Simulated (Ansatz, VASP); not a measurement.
# MoN2 in VASP and in Ansatz

```
Mo N
1.0
     4.28665    0.00000    0.00000
     0.00000    4.28665    0.00000
     0.00000    0.00000    2.72843
Mo N
2 4
Direct
  0.50000 0.50000 0.00000
  0.00000 0.00000 0.00000
  0.88730 0.38730 0.40837
  0.11270 0.61270 0.40837
  0.38730 0.11270 0.40837
  0.61270 0.88730 0.40837
```

Change from the starting cell: all N atoms moved -0.250 Å, as atom 3 along Cartesian [0 0 1].

Alike in both runs: task single point; functional PBEsol; k mesh 12 × 12 × 18; occupations gaussian, width 0.15 eV; no spin polarisation.

```csv
,VASP,Ansatz
version,VASP 6.6.1,Ansatz 0.2.0
potentials or method,"VASP PAW PBE potentials, release 64 (Mo_sv, N), cutoff 520 eV","scalar-relativistic, plane waves, PAW"
valence electrons in the cell,48,48
```

VASP gave:

- gap on the k mesh at the Fermi level (eV): none
- pressure (GPa): 12.1
- traceless stress, the component that is largest in VASP (GPa): 0.83
- rms of the force components (eV/Å): 0.904

**Question.** What did Ansatz give for the same quantities?

**Answer.** gap on the k mesh at the Fermi level (eV): none; pressure (GPa): 11.3; traceless stress, the component that is largest in VASP (GPa): 1.22; rms of the force components (eV/Å): 0.904.

VASP's potentials were made for PBE, not for PBEsol. Atom by atom the forces differ by 0.056 eV/Å (rms over components). A gap of «none» marks a metal or a gap that the smearing closes.
